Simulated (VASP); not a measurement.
A run of VASP 6.6.1 is set up as follows.

File INCAR:

```
SYSTEM = GaSi2
PREC = Accurate
ENCUT = 600
EDIFF = 1E-6
ISMEAR = 0
SIGMA = 0.1
LREAL = .FALSE.
LASPH = .TRUE.
NELM = 100
ALGO = Normal
ISIF = 3
LWAVE = .FALSE.
LCHARG = .FALSE.
GGA = PE
IBRION = 2
NSW = 100
EDIFFG = -0.01
```

Contents of KPOINTS:

```
regular mesh
0
G
  12 12 10
  0 0 0
```

The input POSCAR:

```
GaSi2
1.0
    3.7623754046      0.0000000000      0.0000000000
   -1.8811877023      3.2583126789      0.0000000000
    0.0000000000      0.0000000000      5.0564990701
Ga Si
1 2
Direct
    0.0000000000      0.0000000000      0.0000000000
    0.6666666667      0.3333333333      0.7399297811
    0.6666666667      0.3333333333      0.2600702189
```

Potentials or basis: VASP PAW PBE potentials, release 64 (Ga_d, Si).

Command:

```bash
$ cat potpaw_PBE.64/Ga_d/POTCAR potpaw_PBE.64/Si/POTCAR > POTCAR
$ mpirun -np 1 vasp_std > vasp.out
```

Q: Predict the relaxed cell.

A: a = 3.820 Å, b = 3.820 Å, c = 4.948 Å, α = 90.00°, β = 90.00°, γ = 120.00°.

Q: Estimate the relaxed volume.

A: 20.84 Å³/atom.

Q: Estimate the space group after relaxing (to 0.05 Å).

A: P-6m2 (No. 187).

Final structure:
```xyz
3
Lattice="3.8198 0.0000 0.0000 -1.9099 3.3080 0.0000 0.0000 0.0000 4.9476" Properties=species:S:1:pos:R:3 pbc="T T T"
Ga    0.0000    0.0000    0.0000
Si    1.9099    1.1027    3.6875
Si    1.9099    1.1027    1.2600
```
